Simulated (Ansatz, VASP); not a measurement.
## One calculation of Al, two programs

```xyz
1
Lattice="-1.5514 1.5514 1.6708 1.5514 -1.5514 1.6708 1.5514 1.5514 -1.6708" Properties=species:S:1:pos:R:3 pbc="T T T"
Al    0.0000    0.0000    0.0000
```

Change from the starting cell: strain -0.025 along x and y, +0.050 along z, atoms carried along.

Alike in both runs: task single point; functional r2SCAN; k mesh 20 × 20 × 20; occupations gaussian, width 0.15 eV; no spin polarisation.

|  | VASP | Ansatz |
| --- | --- | --- |
| version | VASP 6.6.1 | Ansatz 0.2.0 |
| potentials or method | VASP PAW PBE potentials, release 64 (Al), cutoff 520 eV | scalar-relativistic, plane waves, PAW |
| valence electrons in the cell | 3 | 3 |

Ansatz gave:

- gap on the k mesh at the Fermi level (eV): none
- pressure (GPa): 0.5
- traceless stress, the component that is largest in VASP (GPa): 2.60

Question: Which values does VASP return?

Answer: gap on the k mesh at the Fermi level (eV): none; pressure (GPa): 0.2; traceless stress, the component that is largest in VASP (GPa): 2.60.

VASP's potentials were made for PBE, not for r2SCAN. A gap of «none» marks a metal or a gap that the smearing closes. The functional is the same, so the differences come from potentials, cutoffs and numerics.
